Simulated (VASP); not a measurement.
# Na in VASP: a series of runs, part 3 of 3

VASP 6.6.1.

## Step 5: Single point, PBE (strain -0.015 along x and y, -0.030 along z)

INCAR

```
SYSTEM = Na
PREC = Accurate
ENCUT = 520
EDIFF = 1E-7
ISMEAR = 0
SIGMA = 0.15
LREAL = .FALSE.
LASPH = .TRUE.
NELM = 60
ALGO = Normal
ISIF = 2
LWAVE = .FALSE.
LCHARG = .FALSE.
GGA = PE
NBANDS = 10
```

KPOINTS

```
Automatic mesh
0
G
  16 16 16
  0 0 0
```

POSCAR

```
Na
1.0
   -2.0857375000      2.0857375000      2.0539750000
    2.0857375000     -2.0857375000      2.0539750000
    2.0857375000      2.0857375000     -2.0539750000
Na
1
Direct
    0.0000000000      0.0000000000      0.0000000000
```

Potentials or basis: VASP PAW PBE potentials, release 64 (Na_pv).

Started as:

```console
$ cat potpaw_PBE.64/Na_pv/POTCAR > POTCAR
$ mpirun -np 1 vasp_std > vasp.out
```

OUTCAR:

```text
SYSTEM = Na
   PREC = Accurate
   ENCUT = 520
   EDIFF = 1E-7
   ISMEAR = 0
   LREAL = .FALSE.
   LASPH = .TRUE.
   NELM = 60
   ISIF = 2
   GGA = PE

 ion  position               nearest neighbor table
   1  0.000  0.000  0.000-

  LATTYP: Found a body centered tetragonal cell.
 ALAT       =     4.1714750000
 C/A-ratio  =     0.9847715736

  Lattice vectors:

 A1 = (  -2.0857375000,   2.0857375000,   2.0539750000)
 A2 = (   2.0857375000,  -2.0857375000,   2.0539750000)
 A3 = (   2.0857375000,   2.0857375000,  -2.0539750000)

Analysis of symmetry for initial positions (statically):
=====================================================================
 Subroutine PRICEL returns:
 Original cell was already a primitive cell.

 Routine SETGRP: Setting up the symmetry group for a
 body centered tetragonal supercell.

 Subroutine GETGRP returns: Found 16 space group operations
 (whereof 16 operations were pure point group operations)
 out of a pool of 16 trial point group operations.

The static configuration has the point symmetry D_4h.

Analysis of symmetry for dynamics (positions and initial velocities):
=====================================================================
 Subroutine PRICEL returns:
 Original cell was already a primitive cell.

 Routine SETGRP: Setting up the symmetry group for a
 body centered tetragonal supercell.

 Subroutine GETGRP returns: Found 16 space group operations
 (whereof 16 operations were pure point group operations)
 out of a pool of 16 trial point group operations.

The dynamic configuration has the point symmetry D_4h.

 Subroutine INISYM returns: Found 16 space group operations
 (whereof 16 operations are pure point group operations),
 and found     1 'primitive' translations

----------------------------------------------------------------------------------------

                                     Primitive cell

  volume of cell :      35.7416

  direct lattice vectors                    reciprocal lattice vectors
    -2.085737500  2.085737500  2.053975000     0.000000000  0.239723359  0.243430421
     2.085737500 -2.085737500  2.053975000     0.239723359  0.000000000  0.243430421
     2.085737500  2.085737500 -2.053975000     0.239723359  0.239723359  0.000000000

  length of vectors
     3.594358794  3.594358794  3.594358794     0.341651371  0.341651371  0.339020026

  position of ions in fractional coordinates (direct lattice)
     0.000000000  0.000000000  0.000000000

  ion indices of the primitive-cell ions
   primitive index   ion index
                 1           1

----------------------------------------------------------------------------------------

 KPOINTS: Automatic mesh

Automatic generation of k-mesh.
 Grid dimensions read from file:
 generate k-points for:   16   16   16

 Generating k-lattice:

  Cartesian coordinates                     Fractional coordinates (reciprocal lattice)
     0.000000000  0.014982710  0.015214401     0.062500000  0.000000000 -0.000000000
     0.014982710  0.000000000  0.015214401     0.000000000  0.062500000 -0.000000000
     0.014982710  0.014982710  0.000000000     0.000000000  0.000000000  0.062500000

  Length of vectors
     0.021353211  0.021353211  0.021188752

  Shift w.r.t. Gamma in fractional coordinates (k-lattice)
     0.000000000  0.000000000  0.000000000

 Subroutine IBZKPT returns following result:
 ===========================================

 Found    349 irreducible k-points:

 Following reciprocal coordinates:
            Coordinates               Weight
  0.000000  0.000000  0.000000      1.000000
  0.062500  0.000000  0.000000      8.000000
  0.125000  0.000000  0.000000      8.000000
  0.187500 -0.000000  0.000000      8.000000
  0.250000  0.000000  0.000000      8.000000
  0.312500  0.000000  0.000000      8.000000
[... 16 lines left out ...]
 -0.125000  0.062500  0.000000     16.000000
 -0.062500  0.062500  0.000000      4.000000
 [... further k-points ...]
   k-points           NKPTS =    349   k-points in BZ     NKDIM =    349   number of bands    NBANDS=     10
   number of dos      NEDOS =    301   number of ions     NIONS =      1
   total plane-waves  NPLWV =  21952
   dimension x,y,z NGX =    28 NGY =   28 NGZ =   28
   dimension x,y,z NGXF=    56 NGYF=   56 NGZF=   56
   ions per type =               1
   NGX,Y,Z   is equivalent  to a cutoff of  12.95, 12.95, 12.95 a.u.
   NGXF,Y,Z  is equivalent  to a cutoff of  25.90, 25.90, 25.90 a.u.
 SYSTEM =  Na
   PREC   = accura    normal or accurate (medium, high low for compatibility)
   ISTART =      0    job   : 0-new  1-cont  2-samecut
   ICHARG =      2    charge: 1-file 2-atom 10-const
   ISPIN  =      1    spin polarized calculation?
   LNONCOLLINEAR =      F non collinear calculations
   LSORBIT =      F    spin-orbit coupling
   LASPH  =      T    aspherical Exc in radial PAW
   ENCUT  =  520.0 eV  38.22 Ry    6.18 a.u.   6.68  6.68  6.68*2*pi/ulx,y,z
   NELM   =     60;   NELMIN=  2; NELMDL= -5     # of ELM steps
   EDIFF  = 0.1E-06   stopping-criterion for ELM
   LREAL  =      F    real-space projection
   EDIFFG = 0.1E-05   stopping-criterion for IOM
   NSW    =      0    number of steps for IOM
   IBRION =     -1    ionic relax: 0-MD 1-quasi-New 2-CG
   NFREE  =      0    steps in history (QN), initial steepest desc. (CG)
   ISIF   =      2    stress and relaxation
   ISYM   =      2    0-nonsym 1-usesym 2-fastsym
   POTIM  = 0.5000    time-step for ionic-motion
   TEBEG  =    0.0;   TEEND  =   0.0 temperature during run
   PSTRESS=    0.0 pullay stress
   NELECT =       7.0000    total number of electrons
   NUPDOWN=      -1.0000    fix difference up-down
   EMIN   =  10.00;   EMAX   =-10.00  energy-range for DOS
   EFERMI =   0.00;   METHOD = LEGACY
   ISMEAR =     0;   SIGMA  =   0.15  broadening in eV -4-tet -1-fermi 0-gaus
   EFERMI_NEDOS =   21; number of points for ismear=-14 and -15
   IALGO  =     38    algorithm
   IMIX   =      4    mixing-type and parameters
     AMIX     =   0.40;   BMIX     =  1.00
     AMIX_MAG =   1.60;   BMIX_MAG =  1.00
  volume/ion in A,a.u.               =      35.74       241.20
  Fermi-wavevector in a.u.,A,eV,Ry     =   0.950713  1.796587 12.297693  0.903855
  Thomas-Fermi vector in A             =   2.079115
   LORBIT       =      0    0 simple, 1 ext, 2 COOP (PROOUT), +10 PAW based schemes
   GGA     = PE    functional components
   LHFCALC =     F    Hartree Fock is set to
   AEXX    =    0.0000 exact exchange contribution
   IVDW    =     0    specifies the selected vdW correction
   LEPSILON=     F    determine dielectric tensor
   LRPA    =     F    only Hartree local field effects (RPA)
 non-spin polarized calculation
 Gauss-broadening in eV      SIGMA  =   0.15
  energy-cutoff  :      520.00
  volume of cell :       35.74
 maximum number of plane-waves:       978
   NGX = 13   NGY = 13   NGZ = 13

 number of electron       6.9999990 magnetization

 Free energy of the ion-electron system (eV)
  ---------------------------------------------------
  ext. energy  EPLUGINS =         0.00000000
  ---------------------------------------------------
  free energy    TOTEN  =        -1.31301096 eV

  energy without entropy =       -1.30801593  energy(sigma->0) =       -1.31051344

 E-fermi :   0.4387     XC(G=0):  -6.5981

 val. band max:        0.4200476898   @ k =   0.5000   0.1875   0.0000
 cond. band min:       0.4412217214   @ k =   0.4375   0.0000   0.0000
 fundamental gap:      0.0211740316
 Fermi energy:         0.4386782017

 k-point     1 :       0.0000    0.0000    0.0000
  band No.  band energies     occupation
      1     -24.4380      2.00000
      2     -24.4379      2.00000
      3     -24.4379      2.00000
      4      -2.9197      2.00000
      5      12.2499      0.00000
      6      12.4897      0.00000
      7      12.4897      0.00000
      8      13.3122      0.00000
      9      13.5486      0.00000
     10      13.9221      0.00000

 k-point     2 :       0.0625    0.0000    0.0000
  band No.  band energies     occupation
      1     -24.4395      2.00000
      2     -24.4385      2.00000
      3     -24.4380      2.00000
      4      -2.8487      2.00000
      5      11.4999      0.00000
      6      11.8327      0.00000
      7      12.1392      0.00000
      8      12.7320      0.00000
      9      13.0102      0.00000
     10      14.3609      0.00000
[... 274 lines left out ...]
 k-point    24 :      -0.0625    0.0625    0.0000
  band No.  band energies     occupation
      1     -24.4395      2.00000
      2     -24.4385      2.00000
      3     -24.4379      2.00000
      4      -2.8497      2.00000
      5      11.2924      0.00000
      6      12.0173      0.00000
      7      12.2286      0.00000
      8      12.8315      0.00000
      9      12.9173      0.00000
     10      14.1579      0.00000

 [... further k-points ...]
[... 5 lines left out ...]
  --------------------------------------------------------------------------------------
  -------------------------------------------------------------------------------------
  Total        0.0595553      0.0595553      0.0663630      0.0000000      0.0000000      0.0000000
  in kB        2.6696654      2.6696654      2.9748298      0.0000000      0.0000000      0.0000000
  external PRESSURE =       2.7713869 kB  Pullay stress =       0.0000000 kB

 VOLUME and BASIS-vectors are now :
 -----------------------------------------------------------------------------
  energy-cutoff  :      520.00
  volume of cell :       35.74
      direct lattice vectors                 reciprocal lattice vectors
    -2.085737500  2.085737500  2.053975000     0.000000000  0.239723359  0.243430421
     2.085737500 -2.085737500  2.053975000     0.239723359  0.000000000  0.243430421
     2.085737500  2.085737500 -2.053975000     0.239723359  0.239723359  0.000000000

 POSITION                                       TOTAL-FORCE (eV/Angst)
 -----------------------------------------------------------------------------------
      0.00000      0.00000      0.00000         0.000000     -0.000000      0.000000
 -----------------------------------------------------------------------------------
    total drift:                                0.000000     -0.000000      0.000000

  FREE ENERGIE OF THE ION-ELECTRON SYSTEM (eV)
  ---------------------------------------------------
  free  energy   TOTEN  =        -1.3130109615 eV

  energy  without entropy=       -1.3080159281  energy(sigma->0) =       -1.31051344
```

OSZICAR:

```text
N       E                     dE             d eps       ncg     rms          rms(c)
DAV:   1     0.275248263690E+02    0.27525E+02   -0.37978E+03  6996   0.590E+02
DAV:   2    -0.717411949956E+00   -0.28242E+02   -0.28102E+02  7194   0.148E+02
DAV:   3    -0.130922553461E+01   -0.59181E+00   -0.59137E+00  8476   0.232E+01
DAV:   4    -0.131376231228E+01   -0.45368E-02   -0.45364E-02  8230   0.197E+00
DAV:   5    -0.131382267594E+01   -0.60364E-04   -0.60363E-04  7892   0.225E-01    0.208E-01
DAV:   6    -0.131334742452E+01    0.47525E-03   -0.48901E-04  8172   0.264E-01    0.139E-01
DAV:   7    -0.131301708372E+01    0.33034E-03   -0.98446E-04  7812   0.314E-01    0.162E-02
DAV:   8    -0.131301082178E+01    0.62619E-05   -0.44223E-05  8400   0.110E-01    0.219E-03
DAV:   9    -0.131301101533E+01   -0.19356E-06   -0.22277E-07  7956   0.465E-03    0.993E-04
DAV:  10    -0.131301096149E+01    0.53849E-07   -0.59964E-08  7664   0.277E-03
   1 F= -.13130110E+01 E0= -.13105134E+01  d E =-.499503E-02
```

Run time: 76 s. Hardware: 1 thread of AMD EPYC 7R43 (Zen 3), shared host; peak memory 0.19 GiB.

Results:

```yaml
Free_energy: -1.3130 eV
Pressure: 0.3 GPa
```

Caveat: the cell differs from its parent crystal (strain -0.015 along x and y, -0.030 along z).

## Step 6: Single point, PBE (strain -0.030 along x and y, +0.015 along z)

INCAR

```
  PREC = Accurate
  ENCUT = 520
  EDIFF = 1E-6
  ISMEAR = 0
  SIGMA = 0.15
  LREAL = False
  LASPH = True
  NELM = 80
  ALGO = Normal
  ISIF = 2
  LWAVE = False
  LCHARG = True
  GGA = PE
  LELF = True
  LVHAR = True
  NBANDS = 10
```

KPOINTS

```
Automatic mesh
0
Gamma
  16 16 16
```

POSCAR

```
Na
1.0
   -2.0539750000      2.0539750000      2.1492625000
    2.0539750000     -2.0539750000      2.1492625000
    2.0539750000      2.0539750000     -2.1492625000
Na
1
Direct
    0.0000000000      0.0000000000      0.0000000000
```

Potentials or basis: VASP PAW PBE potentials, release 64 (Na_pv).

Started as:

```console
$ cat potpaw_PBE.64/Na_pv/POTCAR > POTCAR
$ mpirun -np 1 vasp_std > vasp.out
```

It took 80 s on 1 thread of AMD EPYC 7R43 (Zen 3), shared host; peak memory 0.19 GiB.

Results (log left out):

- Free energy: -1.3136 eV
- Pressure: 0.1 GPa

Levels at points of the mesh, in eV from the Fermi level:
```tsv
k point	band 2	band 3	band 4	band 5	band 6	band 7
(0.00, 0.00, 0.00)	-24.89	-24.88	-3.32	11.66	11.66	12.35
(0.50, 0.00, 0.00)	-24.90	-24.88	0.71	1.18	8.50	9.52
(0.50, 0.50, 0.00)	-24.90	-24.89	0.88	1.38	7.92	8.93
(0.50, 0.50, 0.50)	-24.91	-24.91	4.33	4.46	4.76	5.24
```

Caveat: the cell differs from its parent crystal (strain -0.030 along x and y, +0.015 along z).

## Step 7: The runs side by side

```csv
cell,gap on the mesh (eV),pressure (GPa)
"a = 3.778 Å, angles 109.5°, 1 atom",none,-0.8
"a = 3.576 Å, angles 109.9, 109.9, 108.6°, 1 atom",none,0.4
"a = 3.595 Å, angles 110.3, 110.3, 107.8°, 1 atom",none,0.3
"a = 3.594 Å, angles 109.1, 109.1, 110.3°, 1 atom",none,0.3
"a = 3.613 Å, angles 110.7, 110.7, 107.0°, 1 atom",none,0.1
```

Alike in all rows: task single point; level PBE; potentials or basis VASP PAW PBE potentials, release 64 (Na_pv); no spin polarisation; k mesh 16 × 16 × 16; cutoff (eV) 520; smearing gaussian 0.15 eV.

Absolute energies hang on the potentials; compare differences alone.
